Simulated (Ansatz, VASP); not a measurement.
## One calculation of ZnSe, two programs

```xyz
16
Lattice="8.1060 0.0000 0.0000 -4.0530 7.0200 0.0000 0.0000 0.0000 24.8387" Properties=species:S:1:pos:R:3 pbc="T T T"
Se    4.0530    0.0000    8.0000
Se    2.0265    3.5100    8.0000
Se    0.0000    0.0000    8.0000
Se   -2.0265    3.5100    8.0000
Se    1.9081    5.7823   11.5964
Se    4.0453    2.3384   11.4701
Se   -1.9187    5.7836   11.6017
Se   -0.0094    2.4752   11.6022
Zn   -2.0265    5.8500    8.8273
Zn    0.0000    2.3400    8.8273
Zn    2.0265    5.8500    8.8273
Zn    4.0530    2.3400    8.8273
Zn   -0.0086    4.6841   10.2719
Zn    1.9409    1.1272   11.2698
Zn    4.0480    4.7647   11.2585
Zn    6.1464    1.1268   11.2583
```

Alike in both runs: task single point; functional PBE; k mesh 2 × 2 × 1; occupations gaussian, width 0.05 eV; no spin polarisation.

|  | VASP | Ansatz |
| --- | --- | --- |
| version | VASP 6.6.1 | Ansatz 0.2.0 |
| potentials or method | VASP PAW PBE potentials, release 64 (Se, Zn), cutoff 520 eV | scalar-relativistic, plane waves, PAW |
| valence electrons in the cell | 144 | 224 |

|  | VASP | Ansatz | Ansatz less VASP |
| --- | --- | --- | --- |
| gap on the k mesh at the Fermi level (eV) | 0.83 | 0.83 | +0.006 |
| least direct gap on the mesh (eV) | 0.83 | 0.83 | +0.006 |
| rms of the force components (eV/Å) | 0.191 | 0.196 | +0.0044 |

With one functional, cell and mesh, what is left measures potentials, basis and numerics. VASP's potentials hold 144 valence electrons a cell and Ansatz's 224, so a difference there can come from the potentials and not from the codes.

The k mesh is coarse, so the values compare programs but aren't converged.
